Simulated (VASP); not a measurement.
Wanted: the native input for a VASP 6.6.1 run.

```yaml
Task: single point
Functional: PBE
Potentials_or_basis: VASP PAW PBE potentials, release 64 (Y_sv, Mn_pv)
Cutoff: 520 eV
k_mesh: 4 × 4 × 4
Occupations: gaussian, width 0.1 eV
Spin: collinear spin, ferromagnetic start
Starting_moments: "[0.0, 4.0, 4.0] μB"
Dipole_correction: no
Further_INCAR_settings: ALGO = Normal; EDIFF = 1e-06; NBANDS = 30
```

The structure of YMn2 lies in POSCAR:

```
YMn2
1.0
    0.0000000000      3.2301690000      3.2301690000
    3.2301690000      0.0000000000      3.2301690000
    3.2301690000      3.2301690000      0.0000000000
Y Mn
1 2
Direct
    0.0000000000      0.0000000000      0.0000000000
    0.5000000000      0.5000000000      0.5000000000
    0.7500000000      0.7500000000      0.7500000000
```

These files were run (other wordings do the same):

INCAR

```
ALGO = Normal
EDIFF = 1E-6
ENCUT = 520
GGA = PE
ISIF = 2
ISMEAR = 0
ISPIN = 2
LASPH = True
LCHARG = False
LMAXMIX = 4
LORBIT = 11
LREAL = False
LWAVE = False
MAGMOM = 0 4 4
NBANDS = 30
NELM = 150
PREC = Accurate
SIGMA = 0.1
```

KPOINTS

```
k-points
0
Gamma
  4 4 4
```

Potentials or basis: VASP PAW PBE potentials, release 64 (Y_sv, Mn_pv).

Run with:

```bash
$ cat potpaw_PBE.64/Y_sv/POTCAR potpaw_PBE.64/Mn_pv/POTCAR > POTCAR
$ mpirun -np 1 vasp_std > vasp.out
```

It gave:

| Property | Result |
| --- | --- |
| Pressure | -0.2 GPa |
| Net moment | 6.70 μB per cell |
| Site moments | Y -0.23; Mn +3.60, +3.20 μB |
| Valence electrons inside the program's atomic spheres | Y 9.63; Mn 11.46, 11.65 |

Caveat: the k points lie up to 0.42 Å⁻¹ apart.

Run time: 62 s on 1 thread of Intel(R) Xeon(R) Platinum 8488C (Sapphire Rapids), with other jobs on the host, peak memory 0.26 GiB.
